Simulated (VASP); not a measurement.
# Bi (R-3m) in VASP: notebook

Aim: see how the results for Bi move with the level of theory and the settings. Levels: PBE0, PBE. Tasks: single point.

Everything below comes from runs of VASP 6.6.1. Logs are shortened: lines on timing, memory, paths and dates and some standing lists are left out, and cuts for length are marked.

### 1 The cell of the first run

The structure is trigonal, space group R-3m (No. 166). The conventional cell has a = 4.585 Å, b = 4.585 Å, c = 12.140 Å, α = 90.00°, β = 90.00°, γ = 120.00°. Within 4.1 Å of Bi (site symmetry 3m) lie 6 Bi at 3.11 to 3.59 Å.

### 2 Single point, PBE0

POSCAR

```
Bi
1.0
    2.2924582326      1.3235513777      4.0467530956
   -2.2924582326      1.3235513777      4.0467530956
    0.0000000000     -2.6471027554      4.0467530956
Bi
2
Direct
    0.2337113832      0.2337113832      0.2337113832
    0.7662886168      0.7662886168      0.7662886168
```

INCAR.step1

```
SYSTEM = Bi
  PREC = Accurate
  ENCUT = 400
  EDIFF = 1E-5
  ISMEAR = -1
  SIGMA = 0.1
  LREAL = .FALSE.
  LASPH = .TRUE.
  NELM = 120
  ALGO = Normal
  ISIF = 2
  LWAVE = .TRUE.
  LCHARG = .FALSE.
  GGA = PE
  NBANDS = 22
  GGA_COMPAT = .FALSE.
```

INCAR.step2

```
SYSTEM = Bi
  PREC = Accurate
  ENCUT = 400
  EDIFF = 1E-6
  ISMEAR = -1
  SIGMA = 0.1
  LREAL = .FALSE.
  LASPH = .TRUE.
  NELM = 120
  ALGO = Normal
  ISIF = 2
  LWAVE = .FALSE.
  LCHARG = .FALSE.
  GGA = PE
  LHFCALC = .TRUE.
  AEXX = 0.25
  PRECFOCK = Normal
  ISTART = 1
  NBANDS = 22
  GGA_COMPAT = .FALSE.
```

KPOINTS

```
regular mesh
0
G
  4 4 4
  0 0 0
```

Potentials or basis: VASP PAW PBE potentials, release 64 (Bi_d).

Launch:

```console
cat potpaw_PBE.64/Bi_d/POTCAR > POTCAR
cp INCAR.step1 INCAR
mpirun -np 1 vasp_std > vasp.out
cp INCAR.step2 INCAR
mpirun -np 1 vasp_std > vasp.out
```

OUTCAR:

```text
SYSTEM = Bi
   PREC = Accurate
   ENCUT = 400
   EDIFF = 1E-6
   ISMEAR = -1
   LREAL = .FALSE.
   LASPH = .TRUE.
   NELM = 120
   ISIF = 2
   GGA = PE
   LHFCALC = .TRUE.
   AEXX = 0.25
   PRECFOCK = Normal
   ISTART = 1

 ion  position               nearest neighbor table
   1  0.234  0.234  0.234-   2 3.11   2 3.11   2 3.11   2 3.59   2 3.59   2 3.59
   2  0.766  0.766  0.766-   1 3.11   1 3.11   1 3.11   1 3.59   1 3.59   1 3.59

  LATTYP: Found a trigonal (rhomboedric) cell.
 ALAT       =     4.8356347685
 COS(alpha) =     0.5505039536

  Lattice vectors:

 A1 = (   2.2924582326,   1.3235513777,   4.0467530956)
 A2 = (  -2.2924582326,   1.3235513777,   4.0467530956)
 A3 = (   0.0000000000,  -2.6471027554,   4.0467530956)

Analysis of symmetry for initial positions (statically):
=====================================================================
 Subroutine PRICEL returns:
 Original cell was already a primitive cell.

 Routine SETGRP: Setting up the symmetry group for a
 trigonal (rhombohedral) supercell.

 Subroutine GETGRP returns: Found 12 space group operations
 (whereof 12 operations were pure point group operations)
 out of a pool of 12 trial point group operations.

The static configuration has the point symmetry D_3d.

Analysis of symmetry for dynamics (positions and initial velocities):
=====================================================================
 Subroutine PRICEL returns:
 Original cell was already a primitive cell.

 Routine SETGRP: Setting up the symmetry group for a
 trigonal (rhombohedral) supercell.

 Subroutine GETGRP returns: Found 12 space group operations
 (whereof 12 operations were pure point group operations)
 out of a pool of 12 trial point group operations.

The dynamic configuration has the point symmetry D_3d.

 Subroutine INISYM returns: Found 12 space group operations
 (whereof 12 operations are pure point group operations),
 and found     1 'primitive' translations

----------------------------------------------------------------------------------------

                                     Primitive cell

  volume of cell :      73.6716

  direct lattice vectors                    reciprocal lattice vectors
     2.292458233  1.323551378  4.046753096     0.218106482  0.125923836  0.082370564
[... 75 lines left out ...]
   LREAL  =      F    real-space projection
   EDIFFG = 0.1E-04   stopping-criterion for IOM
   NSW    =      0    number of steps for IOM
   IBRION =     -1    ionic relax: 0-MD 1-quasi-New 2-CG
   NFREE  =      0    steps in history (QN), initial steepest desc. (CG)
   ISIF   =      2    stress and relaxation
   ISYM   =      3    0-nonsym 1-usesym 2-fastsym
   POTIM  = 0.5000    time-step for ionic-motion
   TEBEG  =    0.0;   TEEND  =   0.0 temperature during run
   PSTRESS=    0.0 pullay stress
   NELECT =      30.0000    total number of electrons
   NUPDOWN=      -1.0000    fix difference up-down
   EMIN   =  10.00;   EMAX   =-10.00  energy-range for DOS
   EFERMI =   0.00;   METHOD = LEGACY
   ISMEAR =    -1;   SIGMA  =   0.10  broadening in eV -4-tet -1-fermi 0-gaus
   EFERMI_NEDOS =   21; number of points for ismear=-14 and -15
   IALGO  =     38    algorithm
   IMIX   =      1    mixing-type and parameters
     AMIX     =   0.40;   BMIX     =  1.00
     AMIX_MAG =   1.60;   BMIX_MAG =  1.00
  volume/ion in A,a.u.               =      36.84       248.58
  Fermi-wavevector in a.u.,A,eV,Ry     =   1.213431  2.293053 20.033429  1.472415
  Thomas-Fermi vector in A             =   2.348884
   LORBIT       =      0    0 simple, 1 ext, 2 COOP (PROOUT), +10 PAW based schemes
   GGA     = PE    functional components
   LHFCALC =     T    Hartree Fock is set to
   PRECFOCK=normal    Normal, Fast or Accurate (Low or Medium for compatibility)
   ENCUT4O =  -1.0   cutoff for four orbital integrals eV
   NKREDX  =     1    reduce k-point grid by
   NKREDY  =     1    reduce k-point grid by
   NKREDZ  =     1    reduce k-point grid by
   AEXX    =    0.2500 exact exchange contribution
   HFSCREEN=    0.0000 screening length (either q_TF or 0.3 A-1)
   HFSCREENC=   0.0000 screening length for correlation (either q_TF or 0.3 A-1)
   ENCUTFOCK=  -1.0 apply spherical cutoff to Coloumb kernel
   IVDW    =     0    specifies the selected vdW correction
   LEPSILON=     F    determine dielectric tensor
   LRPA    =     F    only Hartree local field effects (RPA)
 non-spin polarized calculation
  energy-cutoff  :      400.00
  volume of cell :       73.67
 maximum number of plane-waves:      1370
  NGX = 24; NGY = 24; NGZ = 24

 number of electron      30.0000007 magnetization

 Free energy of the ion-electron system (eV)
  ---------------------------------------------------
  ext. energy  EPLUGINS =         0.00000000
  ---------------------------------------------------
  free energy    TOTEN  =       -10.34647614 eV

  energy without entropy =      -10.34473158  energy(sigma->0) =      -10.34560386

 E-fermi :   5.4577     XC(G=0):  -7.3961

 val. band max:        5.0181512701   @ k =   0.5000   0.0000   0.0000
 cond. band min:       5.8645038554   @ k =   0.5000   0.0000   0.0000
 fundamental gap:      0.8463525853
 Fermi energy:         5.4576961943

 k-point     1 :       0.0000    0.0000    0.0000
  band No.  band energies     occupation
      1     -19.7151      2.00000
      2     -19.7151      2.00000
      3     -19.5713      2.00000
      4     -19.5713      2.00000
      5     -19.5625      2.00000
      6     -19.4023      2.00000
[... 314 lines left out ...]
     21      15.7269      0.00000
     22      15.7270      0.00000

------------------------ aborting loop because EDIFF is reached ----------------------------------------

  FORCE on cell =-STRESS in cart. coord.  units (eV):
  Direction    XX          YY          ZZ          XY          YZ          ZX
  --------------------------------------------------------------------------------------
  -------------------------------------------------------------------------------------
  Total       -0.9430169     -0.9430169     -0.8809217      0.0000000      0.0000000      0.0000000
  in kB      -20.5083098    -20.5083098    -19.1578900      0.0000000      0.0000000      0.0000000
  external PRESSURE =     -20.0581699 kB  Pullay stress =       0.0000000 kB

 VOLUME and BASIS-vectors are now :
 -----------------------------------------------------------------------------
  energy-cutoff  :      400.00
  volume of cell :       73.67
      direct lattice vectors                 reciprocal lattice vectors
     2.292458233  1.323551378  4.046753096     0.218106482  0.125923836  0.082370564
    -2.292458233  1.323551378  4.046753096    -0.218106482  0.125923836  0.082370564
     0.000000000 -2.647102755  4.046753096     0.000000000 -0.251847672  0.082370564

 POSITION                                       TOTAL-FORCE (eV/Angst)
 -----------------------------------------------------------------------------------
      0.00000      0.00000      2.83732         0.000000     -0.000000     -0.496141
      0.00000      0.00000      9.30294         0.000000      0.000000      0.496141
 -----------------------------------------------------------------------------------
    total drift:                               -0.000001     -0.000001     -0.000000

  FREE ENERGIE OF THE ION-ELECTRON SYSTEM (eV)
  ---------------------------------------------------
  free  energy   TOTEN  =       -10.3464761353 eV

  energy  without entropy=      -10.3447315774  energy(sigma->0) =      -10.34560386
```

OUTCAR.step1:

```text
SYSTEM = Bi
   PREC = Accurate
   ENCUT = 400
   EDIFF = 1E-5
   ISMEAR = -1
   LREAL = .FALSE.
[... 533 lines left out ...]
      0.00000      0.00000      2.83732         0.000000      0.000000     -0.202081
      0.00000      0.00000      9.30294         0.000000     -0.000000      0.202081
 -----------------------------------------------------------------------------------
    total drift:                               -0.000000      0.000000     -0.000000

  FREE ENERGIE OF THE ION-ELECTRON SYSTEM (eV)
  ---------------------------------------------------
  free  energy   TOTEN  =        -7.8373310040 eV

  energy  without entropy=       -7.8171118108  energy(sigma->0) =       -7.82722141
```

Run time: 66 min. Hardware: 1 thread of AMD EPYC 7R43 (Zen 3), shared host; peak memory 0.15 GiB.

The run converged, but its numbers aren't listed here, since they failed a check.

Caveat: the k points lie up to 0.42 Å⁻¹ apart; the mesh shows a gap though the element is a metal; the PAW data sets were made with another functional, which shifts forces and pressure a little; spin-orbit coupling is left out, which moves the levels of the heavy elements.

### 3 Single point, PBE

INCAR

```
PREC = Accurate
ENCUT = 520
EDIFF = 1E-6
ISMEAR = -1
SIGMA = 1.0
LREAL = False
LASPH = True
NELM = 100
ALGO = Normal
ISIF = 2
LWAVE = False
LCHARG = True
GGA = PE
LELF = True
LVHAR = True
NBANDS = 22
```

KPOINTS

```
regular mesh
0
Gamma
  8 8 8
```

POSCAR

```
Bi
1.0
    2.2924582305      1.3235513765      4.0467531177
   -2.2924582305      1.3235513765      4.0467531177
    0.0000000000     -2.6471027530      4.0467531177
Bi
2
Direct
    0.2337113826      0.2337113826      0.2337113826
    0.7662886174      0.7662886174      0.7662886174
```

Potentials or basis: VASP PAW PBE potentials, release 64 (Bi_d).

Launch:

```console
cat potpaw_PBE.64/Bi_d/POTCAR > POTCAR
mpirun -np 1 vasp_std > vasp.out
```

Wall time 91 s (1 thread of Intel Xeon 8259CL, shared host); peak memory 0.24 GiB.

Results (log left out):

```
Free energy            : -9.6334 eV
Pressure               : 4.5 GPa
Largest force          : 0.804 eV/Å
Band gap on the k mesh : zero (bands 15 and 16 overlap by 0.16 eV)
```

Forces in eV/Å, atoms in the order of the input:
```
Bi   0.000  0.000  0.804
Bi   0.000  0.000 -0.804
```

Stress tensor (GPa, compression positive):
```
4.78 0.00 0.00
0.00 4.78 0.00
0.00 0.00 3.92
```

Levels at points of the mesh, in eV from the Fermi level:
```
           k point  band 13  band 14  band 15  band 16  band 17  band 18
(0.00, 0.00, 0.00)    -1.60    -1.25    -1.25     2.27     2.72     2.72
(0.50, 0.00, 0.00)    -1.51    -1.28    -0.43    -0.35     0.40     0.95
(0.50, 0.50, 0.00)    -4.56    -3.01    -2.84     2.28     4.54     5.13
(0.50, 0.50, 0.50)    -1.03    -0.68    -0.68     0.62     0.64     0.64
```

Caveat: the cell stands under pressure; so wide a smearing shifts energies and pressures; spin-orbit coupling is left out, which moves the levels of the heavy elements.

(Continued in part 2 of 2.)
